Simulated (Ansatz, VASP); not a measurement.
**CaSe: VASP beside Ansatz**

```xyz
2
Lattice="0.0000 2.9479 2.9479 2.9479 0.0000 2.9479 2.9479 2.9479 0.0000" Properties=species:S:1:pos:R:3 pbc="T T T"
Ca    0.0000    0.0000    0.0000
Se    2.9479    2.9479    2.9479
```

Alike in both runs: functional PBE; dispersion D4; k mesh 8 × 8 × 8; occupations gaussian, width 0.02 eV; no spin polarisation.

Ansatz relaxed the structure, and its values are those at the end. VASP's run is a single point on that final structure, the one shown.

|  | VASP | Ansatz |
| --- | --- | --- |
| version | VASP 6.6.1 | Ansatz 0.2.0 |
| potentials or method | VASP PAW PBE potentials, release 64 (Ca_sv, Se), cutoff 500 eV | scalar-relativistic, plane waves, PAW |
| valence electrons in the cell | 16 | 26 |

VASP gave:

```
gap on the k mesh at the Fermi level (eV) : 2.00
least direct gap on the mesh (eV)         : 2.94
pressure (GPa)                            : 0.2
```

Problem. Which values does Ansatz return?

Solution. gap on the k mesh at the Fermi level (eV): 2.01; least direct gap on the mesh (eV): 2.95; pressure (GPa): 0.0.

VASP's potentials hold 16 valence electrons a cell and Ansatz's 26, so a difference there can come from the potentials and not from the codes. Ansatz's warnings: relaxed geometry near dispersion switch.
